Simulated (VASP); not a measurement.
Input of a VASP 6.6.1 run:

File INCAR:

```
SYSTEM = HS2
  PREC = Accurate
  ENCUT = 400
  EDIFF = 1E-6
  ISMEAR = -1
  SIGMA = 0.1
  LREAL = .False.
  LASPH = .True.
  NELM = 120
  ALGO = Normal
  ISIF = 2
  LWAVE = .False.
  LCHARG = .True.
  GGA = PE
  LELF = .True.
  LVHAR = .True.
  NBANDS = 22
  GGA_COMPAT = .False.
```

File KPOINTS:

```
regular mesh
0
Gamma
  6 6 2
  0 0 0
```

Contents of POSCAR:

```
HS2
1.0
    1.4783460000      2.5355190000     -0.0110810000
   -1.4736810000      2.5328250000      0.0003440000
   -0.0449080000     -0.0243670000     11.5823880000
H S
2 4
Direct
    0.6501448061     -0.3822209375      0.2770042532
    0.5368596442      0.5650712051      0.8917923106
    0.3671435016      0.3106571228      0.6440863016
    0.6923903053      0.6657318535      0.1131881755
    0.2966385734      0.3038615613      0.8474534374
    0.6658559179      0.6913886308      0.3853465720
```

Potentials or basis: VASP PAW PBE potentials, release 64 (H, S).

Command:

```bash
$ cat potpaw_PBE.64/H/POTCAR potpaw_PBE.64/S/POTCAR > POTCAR
$ mpirun -np 1 vasp_std > vasp.out
```

Problem. Predict the pressure.

Solution. 3.6 GPa.

Problem. Estimate the band gap on the k mesh.

Solution. Zero (bands 13 and 14 overlap by 4.94 eV).

Problem. Estimate the largest force.

Solution. 3.995 eV/Å.

Forces in eV/Å, atoms in the order of the input:
```
H    0.136 -0.338 -2.921
H    0.011  0.089  0.028
S   -0.157  0.052  1.934
S    0.057 -0.011 -1.322
S    0.125 -0.129 -1.696
S   -0.173  0.337  3.978
```

Caveat: the k points lie up to 0.41 Å⁻¹ apart, too coarse for converged energies and pressures of a metal; forces of over 1 eV/Å act on the atoms, so gaps and moduli don't describe the material at rest.
